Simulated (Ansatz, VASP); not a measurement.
## Two plane-wave programs on Na

The input INCAR:

```
PREC = Accurate ; ENCUT = 600
EDIFF = 1E-6 ; ISMEAR = 0
SIGMA = 0.1 ; LREAL = F
LASPH = T ; NELM = 100
ALGO = Normal ; ISIF = 3
LWAVE = F ; LCHARG = F
GGA = PE ; IBRION = 2
NSW = 100 ; EDIFFG = -0.01
```

File KPOINTS:

```
Automatic mesh
0
Gamma
  14 14 14
```

The input POSCAR:

```
Na
1.0
    0.0000000000      3.4815402320      3.4815402320
    3.4815402320      0.0000000000      3.4815402320
    3.4815402320      3.4815402320      0.0000000000
Na
2
Direct
    0.5000000000      0.5000000000      0.5000000000
    0.7500000000      0.7500000000      0.7500000000
```

Input for Ansatz:

```yaml
crystal:
  lattice:
    - [0.0, 3.481540232, 3.481540232]
    - [3.481540232, 0.0, 3.481540232]
    - [3.481540232, 3.481540232, 0.0]
  atoms:
    - { symbol: Na, position: [0.5, 0.5, 0.5] }
    - { symbol: Na, position: [0.75, 0.75, 0.75] }
basis:
  ecutwfc: 420
kpoints:
  mp_grid: { grid: [14, 14, 14] }
hamiltonian:
  xc: pbe
scf:
  occupations: { method: gaussian, width: 0.1 }
output:
  forces: true
  stress: true
  eigenvalues: true
relax:
  adjacent_minimum: "off"
  f_tol: 0.01
  max_steps: 80
  cell: { stress_tol: 0.05 }
```

Alike in both runs: task relaxation of cell and atoms; functional PBE; k mesh 14 × 14 × 14; occupations gaussian, width 0.1 eV; no spin polarisation.

```csv
,VASP,Ansatz
version,VASP 6.6.1,Ansatz 0.2.0
potentials or method,"VASP PAW PBE potentials, release 64 (Na_pv), cutoff 600 eV","scalar-relativistic, plane waves, PAW"
valence electrons in the cell,14,18
```

Ansatz gave:

* gap on the k mesh at the Fermi level, each at its own relaxed structure (eV): none
* relaxed volume (Å³/atom): 54.52
* relaxed cell length with the largest relative difference (Å): 5.362

Task: Which values does VASP return?

Result: gap on the k mesh at the Fermi level, each at its own relaxed structure (eV): none; relaxed volume (Å³/atom): 54.59; relaxed cell length with the largest relative difference (Å): 5.365.

A gap of «none» marks a metal or a gap that the smearing closes. VASP's potentials hold 14 valence electrons a cell and Ansatz's 18, so a difference there can come from the potentials and not from the codes.

Noted on VASP's run: the volume moved by over 15 % at a fixed basis, so the end points are rough.
